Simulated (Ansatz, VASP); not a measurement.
# One calculation of Al, two programs

Contents of POSCAR:

```
Al
1.0
   -1.5912186900      1.5912186900      1.5912186900
    1.5912186900     -1.5912186900      1.5912186900
    1.5912186900      1.5912186900     -1.5912186900
Al
1
Direct
    0.0000000000      0.0000000000      0.0000000000
```

The input INCAR.step1:

```
SYSTEM = Al
ALGO = Normal ; EDIFF = 1E-5
ENCUT = 520 ; GGA = PE
ISIF = 2 ; ISMEAR = -1
LASPH = .True. ; LCHARG = .False.
LREAL = .False. ; LWAVE = .True.
NBANDS = 8 ; NELM = 100
PREC = Accurate ; SIGMA = 0.05
```

INCAR.step2

```
SYSTEM = Al
AEXX = 0.25 ; ALGO = Normal
EDIFF = 1E-7 ; ENCUT = 520
GGA = PS ; HFSCREEN = 0.207
ISIF = 2 ; ISMEAR = -1
ISTART = 1 ; LASPH = .True.
LCHARG = .False. ; LHFCALC = .True.
LREAL = .False. ; LWAVE = .False.
NBANDS = 8 ; NELM = 100
PREC = Accurate ; PRECFOCK = Normal
SIGMA = 0.05
```

The input KPOINTS:

```
k-points
0
Gamma
  6 6 6
  0 0 0
```

The input input.yaml:

```yaml
crystal:
  lattice:
    - [-1.59121869, 1.59121869, 1.59121869]
    - [1.59121869, -1.59121869, 1.59121869]
    - [1.59121869, 1.59121869, -1.59121869]
  atoms:
    - { symbol: Al, position: [0.0, 0.0, 0.0] }
hamiltonian:
  xc:
    exchange: hjs_pbesol
    correlation: pbesol
    exx: { coeff: 0.25, omega: 0.207 }
  pseudopotentials: { kind: paw }
kpoints:
  mp_grid: { grid: [6, 6, 6] }
  band_path:
    path:
      - [[0.0, 0.0, 0.0], [0.5, -0.5, 0.5], [0.0, 0.0, 0.5], [0.0, 0.0, 0.0], [0.25, 0.25, 0.25], [0.5, -0.5, 0.5]]
      - [[0.25, 0.25, 0.25], [0.0, 0.0, 0.5]]
    npoints: 4
scf:
  occupations: { method: fermi_dirac, width: 0.05 }
  n_extra_bands: 6
output:
  forces: true
  stress: true
  eigenvalues: true
  fatbands: false
```

Alike in both runs: functional PBEsol-based screened hybrid; k mesh 6 × 6 × 6; occupations fermi-dirac, width 0.05 eV; no spin polarisation.

|  | VASP | Ansatz |
| --- | --- | --- |
| version | VASP 6.6.1 | Ansatz 0.2.0 |
| potentials or method | VASP PAW PBE potentials, release 64 (Al) | Ansatz PAW |
| plane-wave cutoff (eV) | 520 | 420 |
| valence electrons in the cell | 3 | 3 |
| task | single point | band structure |

Ansatz gave:

* gap on the k mesh at the Fermi level (eV): none
* pressure (GPa): 2.4

**Question.** What did VASP give for the same quantities?

**Answer.** gap on the k mesh at the Fermi level (eV): none; pressure (GPa): 2.5.

VASP's potentials were made for PBE, not for PBEsol-based screened hybrid. A gap of «none» marks a metal or a gap that the smearing closes. With one functional, cell and mesh, what is left measures potentials, basis and numerics.

The k mesh is coarse, so the values compare programs but aren't converged.
